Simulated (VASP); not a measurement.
Pd:

```xyz
1
Lattice="0.0000 1.9449 1.9449 1.9449 0.0000 1.9449 1.9449 1.9449 0.0000" Properties=species:S:1:pos:R:3 pbc="T T T"
Pd    0.0000    0.0000    0.0000
```

```yaml
Program: VASP 6.6.1
Task: relaxation of cell and atoms
Functional: revPBE
Potentials_or_basis: VASP PAW PBE potentials, release 64 (Pd)
Cutoff: 500 eV
k_mesh: 14 × 14 × 14
Occupations: fermi-dirac, width 0.1 eV
Spin: no spin polarisation
```

At the start: pressure 11.3 GPa; volume 14.71 Å³/atom.

How do energy, volume and symmetry change on relaxing?

Over 4 steps the energy falls by 31.5 meV/atom and the volume is 15.67 Å³/atom (+6.5 %); space group Fm-3m (No. 225, to 0.05 Å).

Step by step:
| step | energy change (eV) | largest force (eV/Å) | pressure (GPa) | volume (Å³) |
| --- | --- | --- | --- | --- |
| 1 | 0.0000 | 0.0000 | 11.31 | 14.71 |
| 2 | 0.0153 | 0.0000 | -9.99 | 17.04 |
| 3 | -0.0315 | 0.0000 | -0.16 | 15.69 |
| 4 | -0.0315 | 0.0000 | 0.02 | 15.67 |

Final structure:
```
Pd
1.0
     0.00000    1.98609    1.98609
     1.98609    0.00000    1.98609
     1.98609    1.98609    0.00000
Pd
1
Direct
  0.00000 0.00000 0.00000
```

Caveat: the PAW data sets were made with another functional, which shifts forces and pressure a little.
